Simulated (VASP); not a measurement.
# Cd3Se2S (P6_3mc) in VASP: a series of runs

Cd3Se2S is run at these levels: r2SCAN, PBE; tasks: single point, relaxation of cell and atoms.

All numbers are computed with VASP 6.6.1; they aren't measurements. Logs are shortened: lines on timing, memory, paths and dates and some standing lists are left out, and cuts for length are marked.

**1. The cell of the first run**

The structure is hexagonal, space group P6_3mc (No. 186). The conventional cell has a = 4.320 Å, b = 4.320 Å, c = 21.148 Å, α = 90.00°, β = 90.00°, γ = 120.00°. Cd (site symmetry 3m) has 4 Se at 2.66 to 2.68 Å within 3.5 Å. Cd (site symmetry 3m) has 3 S at 2.61 Å and 1 Se at 2.69 Å within 3.4 Å. Within 3.4 Å of Cd (site symmetry 3m) lie 1 S at 2.57 Å and 3 Se at 2.66 Å. Within 3.5 Å of Se (site symmetry 3m) lie 4 Cd at 2.66 to 2.68 Å. Within 3.5 Å of Se (site symmetry 3m) lie 4 Cd at 2.66 to 2.69 Å. S (site symmetry 3m) has 4 Cd at 2.57 to 2.61 Å within 3.4 Å.

**2. Single point, r2SCAN**

Contents of POSCAR:

```
Cd3Se2S
1.0
    4.3197321869      0.0000000000      0.0000000000
   -2.1598660934      3.7409978114      0.0000000000
    0.0000000000      0.0000000000     21.1479431000
Cd Se S
6 4 2
Direct
    0.6666666667      0.3333333333      0.1669220000
    0.6666666667      0.3333333333      0.4956190000
    0.6666666667      0.3333333333      0.8381430000
    0.3333333333      0.6666666667      0.9956190000
    0.3333333333      0.6666666667      0.3381430000
    0.3333333333      0.6666666667      0.6669220000
    0.6666666667      0.3333333333      0.2938320000
    0.6666666667      0.3333333333      0.6227710000
    0.3333333333      0.6666666667      0.1227710000
    0.3333333333      0.6666666667      0.7938320000
    0.6666666667      0.3333333333      0.9597130000
    0.3333333333      0.6666666667      0.4597130000
```

Contents of INCAR.step1:

```
PREC = Accurate
ENCUT = 520
ISMEAR = 0
SIGMA = 0.02
LREAL = F
LASPH = T
NELM = 60
NBANDS = 66
GGA = PE
ALGO = Normal
EDIFF = 1E-4
LWAVE = T
LCHARG = F
```

Contents of INCAR.step2:

```
PREC = Accurate
ENCUT = 520
EDIFF = 1E-7
ISMEAR = 0
SIGMA = 0.02
LREAL = F
LASPH = T
NELM = 60
ALGO = Normal
ISIF = 2
LWAVE = F
LCHARG = F
METAGGA = R2SCAN
LMIXTAU = T
NBANDS = 66
ISTART = 1
```

Contents of KPOINTS:

```
Automatic mesh
0
Gamma
  6 6 2
```

Potentials or basis: VASP PAW PBE potentials, release 64 (Cd, Se, S).

Command:

```console
$ cat potpaw_PBE.64/Cd/POTCAR potpaw_PBE.64/Se/POTCAR potpaw_PBE.64/S/POTCAR > POTCAR
$ cp INCAR.step1 INCAR
$ mpirun -np 1 vasp_std > vasp.out
$ cp INCAR.step2 INCAR
$ mpirun -np 1 vasp_std > vasp.out
```

OUTCAR:

```text
PREC = Accurate
   ENCUT = 520
   EDIFF = 1E-7
   ISMEAR = 0
   LREAL = F
   LASPH = T
   NELM = 60
   ISIF = 2
   METAGGA = R2SCAN
   ISTART = 1

 ion  position               nearest neighbor table
   1  0.667  0.333  0.167-   9 2.66   9 2.66   9 2.66   7 2.68
   2  0.667  0.333  0.496-  12 2.61  12 2.61  12 2.61   8 2.69
   3  0.667  0.333  0.838-  11 2.57  10 2.66  10 2.66  10 2.66
   4  0.333  0.667  0.996-  11 2.61  11 2.61  11 2.61   9 2.69
   5  0.333  0.667  0.338-  12 2.57   7 2.66   7 2.66   7 2.66
   6  0.333  0.667  0.667-   8 2.66   8 2.66   8 2.66  10 2.68
   7  0.667  0.333  0.294-   5 2.66   5 2.66   5 2.66   1 2.68
   8  0.667  0.333  0.623-   6 2.66   6 2.66   6 2.66   2 2.69
   9  0.333  0.667  0.123-   1 2.66   1 2.66   1 2.66   4 2.69
  10  0.333  0.667  0.794-   3 2.66   3 2.66   3 2.66   6 2.68
  11  0.667  0.333  0.960-   3 2.57   4 2.61   4 2.61   4 2.61
  12  0.333  0.667  0.460-   5 2.57   2 2.61   2 2.61   2 2.61

  LATTYP: Found a hexagonal cell.
 ALAT       =     4.3197321869
 C/A-ratio  =     4.8956606996

  Lattice vectors:

 A1 = (   4.3197321869,   0.0000000000,   0.0000000000)
 A2 = (  -2.1598660934,   3.7409978114,   0.0000000000)
 A3 = (   0.0000000000,   0.0000000000,  21.1479431000)

Analysis of symmetry for initial positions (statically):
=====================================================================
 Subroutine PRICEL returns:
 Original cell was already a primitive cell.

 Routine SETGRP: Setting up the symmetry group for a
 hexagonal supercell.

 Subroutine GETGRP returns: Found 12 space group operations
 (whereof  6 operations were pure point group operations)
 out of a pool of 24 trial point group operations.

The static configuration has the point symmetry C_3v.
 The point group associated with its full space group is C_6v.

Analysis of symmetry for dynamics (positions and initial velocities):
=====================================================================
 Subroutine PRICEL returns:
 Original cell was already a primitive cell.

 Routine SETGRP: Setting up the symmetry group for a
 hexagonal supercell.

 Subroutine GETGRP returns: Found 12 space group operations
 (whereof  6 operations were pure point group operations)
 out of a pool of 24 trial point group operations.

The dynamic configuration has the point symmetry C_3v.
 The point group associated with its full space group is C_6v.
[... 116 lines left out ...]
   POTIM  = 0.5000    time-step for ionic-motion
   TEBEG  =    0.0;   TEEND  =   0.0 temperature during run
   PSTRESS=    0.0 pullay stress
   NELECT =     108.0000    total number of electrons
   NUPDOWN=      -1.0000    fix difference up-down
   EMIN   =  10.00;   EMAX   =-10.00  energy-range for DOS
   EFERMI =   0.00;   METHOD = LEGACY
   ISMEAR =     0;   SIGMA  =   0.02  broadening in eV -4-tet -1-fermi 0-gaus
   EFERMI_NEDOS =   21; number of points for ismear=-14 and -15
   IALGO  =     38    algorithm
   IMIX   =      4    mixing-type and parameters
     AMIX     =   0.40;   BMIX     =  1.00
     AMIX_MAG =   1.60;   BMIX_MAG =  1.00
  volume/ion in A,a.u.               =      28.48       192.19
  Fermi-wavevector in a.u.,A,eV,Ry     =   1.115095  2.107224 16.917992  1.243437
  Thomas-Fermi vector in A             =   2.251697
   LORBIT       =      0    0 simple, 1 ext, 2 COOP (PROOUT), +10 PAW based schemes
   METAGGA = R2SCAN    functional components
   LHFCALC =     F    Hartree Fock is set to
   AEXX    =    0.0000 exact exchange contribution
   IVDW    =     0    specifies the selected vdW correction
   LEPSILON=     F    determine dielectric tensor
   LRPA    =     F    only Hartree local field effects (RPA)
 non-spin polarized calculation
 Gauss-broadening in eV      SIGMA  =   0.02
  energy-cutoff  :      520.00
  volume of cell :      341.75
 maximum number of plane-waves:      9228
   NGX = 17   NGY = 17   NGZ = 79

 number of electron     107.9999971 magnetization

 Free energy of the ion-electron system (eV)
  ---------------------------------------------------
  ext. energy  EPLUGINS =         0.00000000
  ---------------------------------------------------
  free energy    TOTEN  =      -202.93219101 eV

  energy without entropy =     -202.93219101  energy(sigma->0) =     -202.93219101

 E-fermi :   0.5367     XC(G=0):  -9.2636

 val. band max:        0.4427084832   @ k =   0.0000   0.0000   0.0000
 cond. band min:       1.5220614525   @ k =   0.0000   0.0000   0.0000
 fundamental gap:      1.0793529693
 Fermi energy:         0.5367222047

 k-point     1 :       0.0000    0.0000    0.0000
  band No.  band energies     occupation
      1     -12.3173      2.00000
      2     -12.2388      2.00000
      3     -12.2152      2.00000
      4     -12.0551      2.00000
      5     -12.0422      2.00000
      6     -11.9616      2.00000
[... 955 lines left out ...]
     65       6.8921      0.00000
     66       6.8921      0.00000

------------------------ aborting loop because EDIFF is reached ----------------------------------------

  FORCE on cell =-STRESS in cart. coord.  units (eV):
  Direction    XX          YY          ZZ          XY          YZ          ZX
  --------------------------------------------------------------------------------------
  -------------------------------------------------------------------------------------
  Total       -2.5776085     -2.5776085     -2.6789189     -0.0000000      0.0000000      0.0000000
  in kB      -12.0841226    -12.0841226    -12.5590776     -0.0000000      0.0000000      0.0000000
  external PRESSURE =     -12.2424409 kB  Pullay stress =       0.0000000 kB

 VOLUME and BASIS-vectors are now :
 -----------------------------------------------------------------------------
  energy-cutoff  :      520.00
  volume of cell :      341.75
      direct lattice vectors                 reciprocal lattice vectors
     4.319732187  0.000000000  0.000000000     0.231495833  0.133654181  0.000000000
    -2.159866093  3.740997811  0.000000000     0.000000000  0.267308363  0.000000000
     0.000000000  0.000000000 21.147943100     0.000000000  0.000000000  0.047285923

 POSITION                                       TOTAL-FORCE (eV/Angst)
 -----------------------------------------------------------------------------------
      2.15987      1.24700      3.53006         0.000000     -0.000000     -0.006638
      2.15987      1.24700     10.48132         0.000000     -0.000000      0.014274
      2.15987      1.24700     17.72500         0.000000      0.000000     -0.017273
     -0.00000      2.49400     21.05529        -0.000000     -0.000000      0.014274
     -0.00000      2.49400      7.15103        -0.000000     -0.000000     -0.017273
     -0.00000      2.49400     14.10403        -0.000000      0.000000     -0.006638
      2.15987      1.24700      6.21394        -0.000000     -0.000000      0.006288
      2.15987      1.24700     13.17033        -0.000000     -0.000000      0.007672
     -0.00000      2.49400      2.59635        -0.000000     -0.000000      0.007672
     -0.00000      2.49400     16.78791        -0.000000     -0.000000      0.006288
      2.15987      1.24700     20.29596        -0.000000     -0.000000     -0.004323
     -0.00000      2.49400      9.72198        -0.000000     -0.000000     -0.004323
 -----------------------------------------------------------------------------------
    total drift:                                0.000000      0.000000     -0.001692

  FREE ENERGIE OF THE ION-ELECTRON SYSTEM (eV)
  ---------------------------------------------------
  free  energy   TOTEN  =      -202.9321910060 eV

  energy  without entropy=     -202.9321910060  energy(sigma->0) =     -202.93219101
```

It took 20 min on 1 thread of Intel Xeon Platinum 8375C at 2.90GHz (Ice Lake), shared host; peak memory 0.59 GiB.

What came out:

* Free energy: -202.9322 eV
* Pressure: -1.2 GPa
* Largest force: 0.017 eV/Å
* Band gap on the k mesh: 1.08 eV, direct

Forces in eV/Å, atoms in the order of the input:
```
Cd   0.000  0.000 -0.007
Cd   0.000  0.000  0.014
Cd   0.000  0.000 -0.017
Cd   0.000  0.000  0.014
Cd   0.000  0.000 -0.017
Cd   0.000  0.000 -0.007
Se   0.000  0.000  0.006
Se   0.000  0.000  0.008
Se   0.000  0.000  0.008
Se   0.000  0.000  0.006
S    0.000  0.000 -0.004
S    0.000  0.000 -0.004
```

Levels at points of the mesh, in eV from the valence-band top:
| k point | band 50 | band 51 | band 52 | band 53 | band 54 | band 55 | band 56 | band 57 | band 58 | band 59 |
| --- | --- | --- | --- | --- | --- | --- | --- | --- | --- | --- |
| (0.00, 0.00, 0.00) | -0.16 | -0.08 | -0.08 | 0.00 | 0.00 | 1.08 | 2.24 | 2.43 | 2.71 | 2.78 |
| (0.50, 0.00, 0.00) | -1.20 | -1.14 | -1.03 | -0.90 | -0.73 | 3.14 | 3.19 | 3.59 | 3.70 | 3.79 |
| (0.00, 0.00, 0.50) | -0.37 | -0.04 | -0.04 | -0.04 | -0.04 | 1.61 | 1.61 | 2.66 | 2.66 | 2.90 |
| (0.50, 0.00, 0.50) | -1.28 | -1.17 | -1.17 | -0.79 | -0.79 | 3.34 | 3.34 | 3.40 | 3.40 | 3.82 |

Caveat: the PAW data sets were made with another functional, which shifts forces and pressure a little.

**3. Relaxation of cell and atoms, PBE**

Contents of INCAR:

```
SYSTEM = Cd3Se2S
ALGO = Normal ; EDIFF = 1E-6
EDIFFG = -0.01 ; ENCUT = 600
GGA = PE ; IBRION = 2
ISIF = 3 ; ISMEAR = 0
LASPH = .TRUE. ; LCHARG = .FALSE.
LREAL = .FALSE. ; LWAVE = .FALSE.
NELM = 100 ; NSW = 100
PREC = Accurate ; SIGMA = 0.02
```

Contents of KPOINTS:

```
k-points
0
G
  6 6 2
  0 0 0
```

Contents of POSCAR:

```
Cd3Se2S
1.0
    4.3197322000      0.0000000000      0.0000000000
   -2.1598661000      3.7409978000      0.0000000000
    0.0000000000      0.0000000000     21.1479431000
Cd Se S
6 4 2
Direct
    0.6666667000      0.3333333000      0.1669220000
    0.6666667000      0.3333333000      0.4956190000
    0.6666667000      0.3333333000      0.8381430000
    0.3333333000      0.6666667000      0.9956190000
    0.3333333000      0.6666667000      0.3381430000
    0.3333333000      0.6666667000      0.6669220000
    0.6666667000      0.3333333000      0.2938320000
    0.6666667000      0.3333333000      0.6227710000
    0.3333333000      0.6666667000      0.1227710000
    0.3333333000      0.6666667000      0.7938320000
    0.6666667000      0.3333333000      0.9597130000
    0.3333333000      0.6666667000      0.4597130000
```

Potentials or basis: VASP PAW PBE potentials, release 64 (Cd, Se, S).

Command:

```console
$ cat potpaw_PBE.64/Cd/POTCAR potpaw_PBE.64/Se/POTCAR potpaw_PBE.64/S/POTCAR > POTCAR
$ mpirun -np 1 vasp_std > vasp.out
```

Run time: 10 min. Hardware: 1 thread of Oxide Virtual Turin-like, shared host; peak memory 0.68 GiB.

Results (log left out):

| Quantity | Value |
| --- | --- |
| Free energy | -34.1977 eV |
| Relaxed volume | 28.65 Å³/atom |
| Relaxed cell | a = 4.328 Å, b = 4.328 Å, c = 21.188 Å, α = 90.00°, β = 90.00°, γ = 120.00° |
| Space group after relaxing (to 0.05 Å) | P6_3mc (No. 186) |
| Energy gained by relaxing | 0.1 meV/atom |
| Ionic steps | 2 |
| Pressure after relaxing | 0.0 GPa |
| Band gap on the k mesh | 0.60 eV, direct |

Forces on the atoms (eV/Å):
```
Cd   0.000  0.000 -0.003
Cd   0.000  0.000  0.002
Cd   0.000  0.000  0.000
Cd   0.000  0.000  0.002
Cd   0.000  0.000  0.000
Cd   0.000  0.000 -0.003
Se   0.000  0.000  0.001
Se   0.000  0.000  0.002
Se   0.000  0.000  0.002
Se   0.000  0.000  0.001
S    0.000  0.000 -0.002
S    0.000  0.000 -0.002
```

Step by step:
```
step  energy change (eV)  largest force (eV/Å)  pressure (GPa)  volume (Å³)
   1              0.0000                0.0055            0.23       341.75
   2             -0.0011                0.0028           -0.05       343.74
```

Final structure:
```
Cd Se S
1.0
     4.32815    0.00000    0.00000
    -2.16407    3.74828    0.00000
     0.00000    0.00000   21.18848
Cd Se S
6 4 2
Direct
  0.66667 0.33333 0.16693
  0.66667 0.33333 0.49562
  0.66667 0.33333 0.83814
  0.33333 0.66667 0.99562
  0.33333 0.66667 0.33814
  0.33333 0.66667 0.66693
  0.66667 0.33333 0.29382
  0.66667 0.33333 0.62277
  0.33333 0.66667 0.12277
  0.33333 0.66667 0.79382
  0.66667 0.33333 0.95972
  0.33333 0.66667 0.45972
```

Levels at points of the mesh, in eV from the valence-band top:
```tsv
k point	band 50	band 51	band 52	band 53	band 54	band 55	band 56	band 57	band 58	band 59
(0.00, 0.00, 0.00)	-0.16	-0.08	-0.08	0.00	0.00	0.60	1.82	2.00	2.25	2.30
(0.50, 0.00, 0.00)	-1.17	-1.11	-1.01	-0.88	-0.71	2.73	2.77	3.13	3.30	3.38
(0.00, 0.00, 0.50)	-0.36	-0.03	-0.03	-0.03	-0.03	1.20	1.20	2.20	2.20	2.43
(0.50, 0.00, 0.50)	-1.25	-1.15	-1.15	-0.78	-0.78	2.92	2.92	2.98	2.98	3.43
```
